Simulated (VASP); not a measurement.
Write the native input for VASP 6.6.1 that does the following.

- Task: single point
- Functional: PBE
- Potentials or basis: VASP PAW PBE potentials, release 64 (Ag)
- Cutoff: 520 eV
- k mesh: 6 × 6 × 6
- Occupations: gaussian, width 0.1 eV
- Spin: no spin polarisation
- Dipole correction: no
- Further INCAR settings: ALGO = Normal; EDIFF = 1e-06; NBANDS = 24

The structure of Ag lies in POSCAR:

```
Ag
1.0
    0.0000000000      2.8993620300      2.8993620300
    2.8993620300      0.0000000000      2.8993620300
    2.8993620300      2.8993620300      0.0000000000
Ag
3
Direct
    0.5000000000      0.5000000000      0.5000000000
    0.7500000000      0.7500000000      0.7500000000
    0.2500000000      0.2500000000      0.2500000000
```

The input as run:

INCAR

```
PREC = Accurate ; ENCUT = 520
EDIFF = 1E-6 ; ISMEAR = 0
SIGMA = 0.1 ; LREAL = F
LASPH = T ; NELM = 60
ALGO = Normal ; ISIF = 2
LWAVE = F ; LCHARG = F
GGA = PE ; NBANDS = 24
```

KPOINTS

```
regular mesh
0
Gamma
  6 6 6
```

Potentials or basis: VASP PAW PBE potentials, release 64 (Ag).

Command:

```bash
$ cat potpaw_PBE.64/Ag/POTCAR > POTCAR
$ mpirun -np 1 vasp_std > vasp.out
```

It gave:

```yaml
Pressure: 40.1 GPa
```

Run time: 9.1 s on 1 thread of Intel(R) Xeon(R) 6975P-C (Granite Rapids), on a shared host, peak memory 0.16 GiB.
